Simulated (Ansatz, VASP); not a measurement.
## Si5P2 in VASP and in Ansatz

```
Si P
1.0
     3.77940    0.00000    0.00000
    -1.88970    3.27306    0.00000
     0.00000    0.00000   10.84760
Si P
5 2
Direct
  0.33333 0.66667 0.31551
  0.66667 0.33333 0.68449
  0.00000 0.00000 0.39128
  0.00000 0.00000 0.60872
  0.00000 0.00000 0.00000
  0.33333 0.66667 0.10597
  0.66667 0.33333 0.89403
```

Alike in both runs: functional PBE; k mesh 12 × 12 × 4; occupations gaussian, width 0.1 eV; no spin polarisation.

Ansatz relaxed the structure, and its values are those at the end. VASP's run is a single point on that final structure, the one shown.

|  | VASP | Ansatz |
| --- | --- | --- |
| version | VASP 6.6.1 | Ansatz 0.2.0 |
| potentials or method | VASP PAW PBE potentials, release 64 (Si, P), cutoff 520 eV | scalar-relativistic, plane waves, PAW |
| valence electrons in the cell | 30 | 30 |

VASP gave:

* gap on the k mesh at the Fermi level (eV): none
* pressure (GPa): -0.1
* rms of the force components (eV/Å): 0.005

Task: Estimate Ansatz's values.

Result: gap on the k mesh at the Fermi level (eV): none; pressure (GPa): 0.0; rms of the force components (eV/Å): 0.000.

A gap of «none» marks a metal or a gap that the smearing closes. The functional is the same, so the differences come from potentials, cutoffs and numerics.
